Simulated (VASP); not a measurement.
# Al in VASP: a series of runs

Runs on Al. Level: PBE. Tasks: relaxation of the atoms, single point.

Everything below comes from runs of VASP 6.6.1. Logs are shortened: lines on timing, memory, paths and dates and some standing lists are left out, and cuts for length are marked.

## (1) The cell of the first run

The cell holds a slab with vacuum, 5 atoms: a = 2.857 Å, b = 2.857 Å, c = 24.331 Å, α = 90.00°, β = 90.00°, γ = 120.00°.

## (2) Relaxation of the atoms, PBE

File INCAR:

```
SYSTEM = Al
PREC = Accurate
ENCUT = 520
EDIFF = 1E-7
ISMEAR = 0
SIGMA = 0.1
LREAL = .FALSE.
LASPH = .TRUE.
NELM = 80
ALGO = Normal
ISIF = 2
LWAVE = .FALSE.
LCHARG = .FALSE.
LDIPOL = .TRUE.
IDIPOL = 3
DIPOL = 0.5 0.5 0.500
GGA = PE
IBRION = 2
NSW = 80
EDIFFG = -0.02
```

File KPOINTS:

```
Automatic mesh
0
G
  12 12 1
  0 0 0
```

File POSCAR:

```
Al
1.0
    2.8571513840      0.0000000000      0.0000000000
   -1.4285756920      2.4743656810      0.0000000000
    0.0000000000      0.0000000000     24.3314173450
Al
5
Direct
    0.6666666667      0.3333333333      0.3082434489
    0.3333333333      0.6666666667      0.4041217245
    0.0000000000      0.0000000000      0.5000000000
    0.6666666667      0.3333333333      0.5958782755
    0.3333333333      0.6666666667      0.6917565511
```

Potentials or basis: VASP PAW PBE potentials, release 64 (Al).

Launch:

```console
cat potpaw_PBE.64/Al/POTCAR > POTCAR
mpirun -np 1 vasp_std > vasp.out
```

OUTCAR:

```text
SYSTEM = Al
   PREC = Accurate
   ENCUT = 520
   EDIFF = 1E-7
   ISMEAR = 0
   LREAL = .FALSE.
   LASPH = .TRUE.
   NELM = 80
   ISIF = 2
   GGA = PE
   IBRION = 2
   NSW = 80
   EDIFFG = -0.02

 ion  position               nearest neighbor table
   1  0.667  0.333  0.308-   2 2.86   2 2.86   2 2.86
   2  0.333  0.667  0.404-   3 2.86   3 2.86   3 2.86   1 2.86   1 2.86   1 2.86
   3  0.000  0.000  0.500-   2 2.86   4 2.86   2 2.86   4 2.86   4 2.86   2 2.86
   4  0.667  0.333  0.596-   3 2.86   3 2.86   3 2.86   5 2.86   5 2.86   5 2.86
   5  0.333  0.667  0.692-   4 2.86   4 2.86   4 2.86

  LATTYP: Found a hexagonal cell.
 ALAT       =     2.8571513840
 C/A-ratio  =     8.5159706557

  Lattice vectors:

 A1 = (   2.8571513840,   0.0000000000,   0.0000000000)
 A2 = (  -1.4285756920,   2.4743656810,   0.0000000000)
 A3 = (   0.0000000000,   0.0000000000,  24.3314173450)

Analysis of symmetry for initial positions (statically):
=====================================================================
 Subroutine PRICEL returns:
 Original cell was already a primitive cell.

 Routine SETGRP: Setting up the symmetry group for a
 hexagonal supercell.

 Subroutine GETGRP returns: Found 12 space group operations
 (whereof 12 operations were pure point group operations)
 out of a pool of 24 trial point group operations.

The static configuration has the point symmetry D_3d.

Analysis of symmetry for dynamics (positions and initial velocities):
=====================================================================
 Subroutine PRICEL returns:
 Original cell was already a primitive cell.

 Routine SETGRP: Setting up the symmetry group for a
 hexagonal supercell.

 Subroutine GETGRP returns: Found 12 space group operations
 (whereof 12 operations were pure point group operations)
 out of a pool of 24 trial point group operations.

The dynamic configuration has the point symmetry D_3d.

 Subroutine INISYM returns: Found 12 space group operations
 (whereof 12 operations are pure point group operations),
 and found     1 'primitive' translations

[... 139 lines left out ...]
  ---------------------------------------------------
  ext. energy  EPLUGINS =         0.00000000
  ---------------------------------------------------
  free energy    TOTEN  =       -18.01891850 eV

  energy without entropy =      -18.00817193  energy(sigma->0) =      -18.01354521

------------------------ aborting loop because EDIFF is reached ----------------------------------------

  FORCE on cell =-STRESS in cart. coord.  units (eV):
  Direction    XX          YY          ZZ          XY          YZ          ZX
  --------------------------------------------------------------------------------------
  -------------------------------------------------------------------------------------
  Total       -1.5605447     -1.5605447      0.5674223     -0.0000000     -0.0000000      0.0000000
  in kB      -14.5352414    -14.5352414      5.2850910     -0.0000000     -0.0000000      0.0000000
  external PRESSURE =      -7.9284639 kB  Pullay stress =       0.0000000 kB
[... 143 lines left out ...]
--------------------------------------- Ionic step        5  -------------------------------------------

 number of electron      15.0000000 magnetization

 dipolmoment           0.000000      0.000000     -0.000000 electrons x Angstroem

------------------------ aborting loop because EDIFF is reached ----------------------------------------

  FORCE on cell =-STRESS in cart. coord.  units (eV):
  Direction    XX          YY          ZZ          XY          YZ          ZX
  --------------------------------------------------------------------------------------
  -------------------------------------------------------------------------------------
  Total       -1.6044486     -1.6044486      0.2985761      0.0000000      0.0000000      0.0000000
  in kB      -14.9441716    -14.9441716      2.7810003      0.0000000      0.0000000      0.0000000
  external PRESSURE =      -9.0357810 kB  Pullay stress =       0.0000000 kB
[... 26 lines left out ...]
--------------------------------------- Ionic step        6  -------------------------------------------

 number of electron      15.0000000 magnetization

 dipolmoment           0.000000      0.000000      0.000000 electrons x Angstroem

 Free energy of the ion-electron system (eV)
  ---------------------------------------------------
  ext. energy  EPLUGINS =         0.00000000
  ---------------------------------------------------
  free energy    TOTEN  =       -18.02217394 eV

  energy without entropy =      -18.01155239  energy(sigma->0) =      -18.01686316

 E-fermi :   1.7405     XC(G=0):  -5.6879

 val. band max:        1.7188026803   @ k =   0.2500   0.1667   0.0000
 cond. band min:       1.7943585521   @ k =   0.3333   0.2500   0.0000
 fundamental gap:      0.0755558718
 Fermi energy:         1.7405454764

 k-point     1 :       0.0000    0.0000    0.0000
  band No.  band energies     occupation
      1      -9.1403      2.00000
      2      -8.4201      2.00000
      3      -7.3275      2.00000
      4      -5.8430      2.00000
      5      -3.9199      2.00000
      6      -1.8678      2.00000
      7       0.5533      2.00000
      8       2.9025      0.00000
      9       4.7528      0.00000
     10       5.7878      0.00000
     11       5.9982      0.00000
[... 240 lines left out ...]
  band No.  band energies     occupation
      1      -1.3453      2.00000
      2      -1.3453      2.00000
      3      -1.2896      2.00000
      4      -0.7190      2.00000
      5      -0.6226      2.00000
      6      -0.6226      2.00000
      7       0.1809      2.00000
      8       0.1809      2.00000
      9       0.6751      2.00000
     10       1.4320      1.99999
     11       2.4024      0.00000

------------------------ aborting loop because EDIFF is reached ----------------------------------------

 vacuum level on the upper side and lower side of the slab       (xc-potential included)        -0.222        -0.222

  FORCE on cell =-STRESS in cart. coord.  units (eV):
  Direction    XX          YY          ZZ          XY          YZ          ZX
  --------------------------------------------------------------------------------------
  -------------------------------------------------------------------------------------
  Total       -1.6378632     -1.6378632      0.2397489      0.0000000      0.0000000      0.0000000
  in kB      -15.2554024    -15.2554024      2.2330718      0.0000000      0.0000000      0.0000000
  external PRESSURE =      -9.4259110 kB  Pullay stress =       0.0000000 kB
[... 20 lines left out ...]
  FREE ENERGIE OF THE ION-ELECTRON SYSTEM (eV)
  ---------------------------------------------------
  free  energy   TOTEN  =       -18.0221739367 eV

  energy  without entropy=      -18.0115523917  energy(sigma->0) =      -18.01686316

 reached required accuracy - stopping structural energy minimisation

 vacuum level on the upper side and lower side of the slab         5.665         5.665
```

OSZICAR:

```text
N       E                     dE             d eps       ncg     rms          rms(c)
DAV:   1     0.455565254909E+02    0.45557E+02   -0.48260E+03   418   0.961E+02
DAV:   2    -0.155351840313E+02   -0.61092E+02   -0.55876E+02   567   0.141E+02
DAV:   3    -0.185660661099E+02   -0.30309E+01   -0.28841E+01   553   0.304E+01
[... 57 lines left out ...]
DAV:   3    -0.180221728215E+02    0.19184E-04   -0.14662E-04   517   0.887E-02    0.846E-03
DAV:   4    -0.180221733745E+02   -0.55302E-06   -0.19514E-05   571   0.369E-02    0.115E-02
DAV:   5    -0.180221736645E+02   -0.29003E-06   -0.16639E-06   618   0.981E-03    0.641E-03
DAV:   6    -0.180221739751E+02   -0.31057E-06   -0.75558E-07   482   0.618E-03    0.762E-03
DAV:   7    -0.180221739367E+02    0.38386E-07   -0.12105E-07   284   0.291E-03
   6 F= -.18022174E+02 E0= -.18016863E+02  d E =-.532574E-03
```

CONTCAR:

```text
Al
   1.00000000000000
     2.8571513839999998    0.0000000000000000    0.0000000000000000
    -1.4285756919999999    2.4743656810000001    0.0000000000000000
     0.0000000000000000    0.0000000000000000   24.3314173449999984
  Al
     5
Direct
     0.6666666667000030    0.3333333332999970    0.3072948410078665
     0.3333333332999970    0.6666666667000030    0.4044248311430103
     0.0000000000000000    0.0000000000000000    0.5000000000000000
     0.6666666667000030    0.3333333332999970    0.5955751688569898
     0.3333333332999970    0.6666666667000030    0.6927051589921335

  0.00000000E+00  0.00000000E+00  0.00000000E+00
  0.00000000E+00  0.00000000E+00  0.00000000E+00
  0.00000000E+00  0.00000000E+00  0.00000000E+00
  0.00000000E+00  0.00000000E+00  0.00000000E+00
  0.00000000E+00  0.00000000E+00  0.00000000E+00
```

It took 2.3 min on 1 thread of Intel Xeon Platinum 8259CL at 2.50GHz (Skylake/Cascade Lake), shared host; peak memory 0.32 GiB.

What came out:

- Free energy: -18.0222 eV
- Energy gained by relaxing: 0.7 meV/atom
- Ionic steps: 6
- Largest force after relaxing: 0.019 eV/Å

Forces on the atoms (eV/Å):
```
Al   0.000  0.000 -0.016
Al   0.000  0.000 -0.019
Al   0.000  0.000  0.000
Al   0.000  0.000  0.019
Al   0.000  0.000  0.016
```

The path:
```tsv
step	energy change (eV)	largest force (eV/Å)	pressure (GPa)
1	0.0000	0.1046	-0.79
2	-0.0015	0.0768	-0.83
3	-0.0027	0.0233	-0.89
4	-0.0027	0.0255	-0.89
5	-0.0029	0.0239	-0.90
6	-0.0033	0.0189	-0.94
```

Final structure:
```xyz
5
Lattice="2.8572 0.0000 0.0000 -1.4286 2.4744 0.0000 0.0000 0.0000 24.3314" Properties=species:S:1:pos:R:3 pbc="T T T"
Al    1.4286    0.8248    7.4769
Al    0.0000    1.6496    9.8402
Al    0.0000    0.0000   12.1657
Al    1.4286    0.8248   14.4912
Al    0.0000    1.6496   16.8545
```

## (3) Single point, PBE

This run uses another cell than the first one: it holds 27 atoms, not 5.

File INCAR:

```
PREC     = Accurate       # precision mode
ENCUT    = 520            # plane-wave cutoff, eV
EDIFF    = 1E-6           # SCF threshold, eV
ISMEAR   = 0              # smearing method
SIGMA    = 0.1            # smearing width, eV
LREAL    = Auto         
LASPH    = T              # aspherical terms in the spheres
NELM     = 80             # most SCF steps
ALGO     = Normal         # electronic algorithm
ISIF     = 2              # what is computed and relaxed
LWAVE    = F              # write WAVECAR
LCHARG   = F              # write CHGCAR
LDIPOL   = T            
IDIPOL   = 3            
DIPOL    = 0.5 0.5 0.503
GGA      = PE             # functional
NBANDS   = 60             # bands
```

File KPOINTS:

```
Automatic mesh
0
Gamma
  3 3 1
```

File POSCAR:

```
Al
1.0
    8.5714541521      0.0000000000      0.0000000000
   -4.2857270760      7.4230970431      0.0000000000
    0.0000000000      0.0000000000     20.6657086725
Al
27
Direct
    0.2222222222      0.1111111111      0.3871147187
    0.2222222222      0.4444444444      0.3871147187
    0.2222222222      0.7777777778      0.3871147187
    0.5555555556      0.1111111111      0.3871147187
    0.5555555556      0.4444444444      0.3871147187
    0.5555555556      0.7777777778      0.3871147187
    0.8888888889      0.1111111111      0.3871147187
    0.8888888889      0.4444444444      0.3871147187
    0.8888888889      0.7777777778      0.3871147187
    0.4444444444      0.2222222222      0.5027323820
    0.4444444444      0.5555555556      0.5027323820
    0.4444444444      0.8888888889      0.5027323820
    0.7777777778      0.2222222222      0.5027323820
    0.7777777778      0.5555555556      0.5027323820
    0.7777777778      0.8888888889      0.5027323820
    0.1111111111      0.2222222222      0.5027323820
    0.1111111111      0.5555555556      0.5027323820
    0.1111111111      0.8888888889      0.5027323820
    0.6666666667      0.3333333333      0.6184925815
    0.6666666667      0.6666666667      0.6184925815
    0.6666666667      0.0000000000      0.6184925815
    0.0000000000      0.3333333333      0.6184925815
    0.0000000000      0.6666666667      0.6184925815
    0.0000000000      0.0000000000      0.6184925815
    0.3333333333      0.3333333333      0.6184925815
    0.3333333333      0.6666666667      0.6184925815
    0.3333333333      0.0000000000      0.6184925815
```

Potentials or basis: VASP PAW PBE potentials, release 64 (Al).

Launch:

```console
cat potpaw_PBE.64/Al/POTCAR > POTCAR
mpirun -np 1 vasp_std > vasp.out
```

OUTCAR:

```text
PREC = Accurate
   ENCUT = 520
   EDIFF = 1E-6
   ISMEAR = 0
   LREAL = Auto
   LASPH = T
   NELM = 80
   ISIF = 2
   GGA = PE

 ion  position               nearest neighbor table
   1  0.222  0.111  0.387-   2 2.86   3 2.86   7 2.86   9 2.86   5 2.86   4 2.86  16 2.90  18 2.90
                            10 2.90
   2  0.222  0.444  0.387-   1 2.86   8 2.86   7 2.86   3 2.86   5 2.86   6 2.86  16 2.90  11 2.90
                            17 2.90
   3  0.222  0.778  0.387-   1 2.86   9 2.86   4 2.86   8 2.86   2 2.86   6 2.86  18 2.90  17 2.90
                            12 2.90
   4  0.556  0.111  0.387-   5 2.86   6 2.86   7 2.86   8 2.86   3 2.86   1 2.86  12 2.90  13 2.90
                            10 2.90
   5  0.556  0.444  0.387-   4 2.86   8 2.86   1 2.86   9 2.86   6 2.86   2 2.86  10 2.90  14 2.90
                            11 2.90
   6  0.556  0.778  0.387-   4 2.86   9 2.86   7 2.86   5 2.86   3 2.86   2 2.86  11 2.90  15 2.90
                            12 2.90
   7  0.889  0.111  0.387-   8 2.86   9 2.86   4 2.86   1 2.86   2 2.86   6 2.86  13 2.90  15 2.90
                            16 2.90
   8  0.889  0.444  0.387-   7 2.86   5 2.86   2 2.86   4 2.86   3 2.86   9 2.86  13 2.90  17 2.90
                            14 2.90
   9  0.889  0.778  0.387-   7 2.86   6 2.86   3 2.86   1 2.86   5 2.86   8 2.86  15 2.90  14 2.90
[... 44 lines left out ...]
 A1 = (   8.5714541521,   0.0000000000,   0.0000000000)
 A2 = (  -4.2857270760,   7.4230970431,   0.0000000000)
 A3 = (   0.0000000000,   0.0000000000,  20.6657086725)

Analysis of symmetry for initial positions (statically):
=====================================================================
 Subroutine PRICEL returns following result:

  LATTYP: Found a hexagonal cell.
 ALAT       =     2.8571513837
 C/A-ratio  =     7.2329764499

  Lattice vectors:

 A1 = (   2.8571513837,   0.0000000000,   0.0000000000)
 A2 = (  -1.4285756919,   2.4743656808,   0.0000000000)
 A3 = (   0.0000000000,   0.0000000000,  20.6657086725)

   9 primitive cells build up your supercell.

 Routine SETGRP: Setting up the symmetry group for a
 hexagonal supercell.

[... 142 lines left out ...]
  energy-cutoff  :      520.00
  volume of cell :     1314.89
 maximum number of plane-waves:     35454
 NGX is ok and might be reduce to    64

 dipolmoment           0.000000      0.000000      0.003597 electrons x Angstroem

 number of electron      81.0000000 magnetization

 dipolmoment           0.000000      0.000000     -0.000419 electrons x Angstroem

 Free energy of the ion-electron system (eV)
  ---------------------------------------------------
  ext. energy  EPLUGINS =         0.00000000
  ---------------------------------------------------
  free energy    TOTEN  =       -94.30050811 eV

  energy without entropy =      -94.16375121  energy(sigma->0) =      -94.23212966

 E-fermi :   0.2915     XC(G=0):  -4.3486

 val. band max:        0.2641199631   @ k =   0.3333   0.3333   0.0000
 cond. band min:       0.3308755188   @ k =   0.3333   0.0000   0.0000
 fundamental gap:      0.0667555557
 Fermi energy:         0.2914732320

 k-point     1 :       0.0000    0.0000    0.0000
  band No.  band energies     occupation
      1     -10.2221      2.00000
      2      -8.6002      2.00000
      3      -7.5672      2.00000
      4      -7.5672      2.00000
      5      -7.5672      2.00000
      6      -7.5672      2.00000
[... 154 lines left out ...]
     51       1.2652      0.00000
     52       2.2628      0.00000
 [bands above 52 left out]

------------------------ aborting loop because EDIFF is reached ----------------------------------------

 vacuum level on the upper side and lower side of the slab       (xc-potential included)        -0.063        -0.064

  FORCE on cell =-STRESS in cart. coord.  units (eV):
  Direction    XX          YY          ZZ          XY          YZ          ZX
  --------------------------------------------------------------------------------------
  -------------------------------------------------------------------------------------
  Total      -12.4048021    -12.4048021     -0.4185701     -0.0000000      0.0000000     -0.0000000
  in kB      -15.1150808    -15.1150808     -0.5100219     -0.0000000      0.0000000     -0.0000000
  external PRESSURE =     -10.2467279 kB  Pullay stress =       0.0000000 kB

 VOLUME and BASIS-vectors are now :
 -----------------------------------------------------------------------------
  energy-cutoff  :      520.00
  volume of cell :     1314.89
      direct lattice vectors                 reciprocal lattice vectors
     8.571454152  0.000000000  0.000000000     0.116666318  0.067357330  0.000000000
    -4.285727076  7.423097043  0.000000000     0.000000000  0.134714661  0.000000000
     0.000000000  0.000000000 20.665708672     0.000000000  0.000000000  0.048389340

 POSITION                                       TOTAL-FORCE (eV/Angst)
 -----------------------------------------------------------------------------------
      1.42858      0.82479      8.00000        -0.000000      0.000000      0.006467
      0.00000      3.29915      8.00000        -0.000000      0.000000      0.006467
     -1.42858      5.77352      8.00000        -0.000000      0.000000      0.006467
      4.28573      0.82479      8.00000        -0.000000      0.000000      0.006467
      2.85715      3.29915      8.00000        -0.000000      0.000000      0.006467
      1.42858      5.77352      8.00000        -0.000000      0.000000      0.006467
[... 19 lines left out ...]
     -0.00000      4.94873     12.78159        -0.000000     -0.000000     -0.014141
      2.85715      0.00000     12.78159        -0.000000     -0.000000     -0.014141
 -----------------------------------------------------------------------------------
    total drift:                                0.000000     -0.000000     -0.022072

  FREE ENERGIE OF THE ION-ELECTRON SYSTEM (eV)
  ---------------------------------------------------
  free  energy   TOTEN  =       -94.3005081135 eV

  energy  without entropy=      -94.1637512129  energy(sigma->0) =      -94.23212966

 vacuum level on the upper side and lower side of the slab         4.037         4.039
```

stdout:

```text
POSCAR found type information on POSCAR Al
 POSCAR found :  1 types and      27 ions
 scaLAPACK will be used
 LDA part: xc-table for (Slater+PW92), standard interpolation
 POSCAR, INCAR and KPOINTS ok, starting setup
 FFT: planning ... GRIDC
 FFT: planning ... GRID_SOFT
 FFT: planning ... GRID
 WAVECAR not read
 entering main loop
```

Wall time 13 min (1 thread of Intel Xeon Platinum 8488C (Sapphire Rapids), shared host); peak memory 1.2 GiB.

Results:

- Free energy: -94.3005 eV
- Largest force: 0.014 eV/Å

Forces in eV/Å, atoms in the order of the input:
```
Al   0.000  0.000  0.006
Al   0.000  0.000  0.006
Al   0.000  0.000  0.006
Al   0.000  0.000  0.006
Al   0.000  0.000  0.006
Al   0.000  0.000  0.006
Al   0.000  0.000  0.006
Al   0.000  0.000  0.006
Al   0.000  0.000  0.006
Al   0.000  0.000  0.008
Al   0.000  0.000  0.008
Al   0.000  0.000  0.008
Al   0.000  0.000  0.008
Al   0.000  0.000  0.008
Al   0.000  0.000  0.008
Al   0.000  0.000  0.008
Al   0.000  0.000  0.008
Al   0.000  0.000  0.008
Al   0.000  0.000 -0.014
Al   0.000  0.000 -0.014
Al   0.000  0.000 -0.014
Al   0.000  0.000 -0.014
Al   0.000  0.000 -0.014
Al   0.000  0.000 -0.014
Al   0.000  0.000 -0.014
Al   0.000  0.000 -0.014
Al   0.000  0.000 -0.014
```

Levels at points of the mesh, in eV from the Fermi level:
```
           k point  band 38  band 39  band 40  band 41  band 42  band 43  band 44  band 45  band 46  band 47
(0.00, 0.00, 0.00)    -0.79    -0.79    -0.79    -0.06    -0.06    -0.06    -0.06    -0.06    -0.06     0.14
```
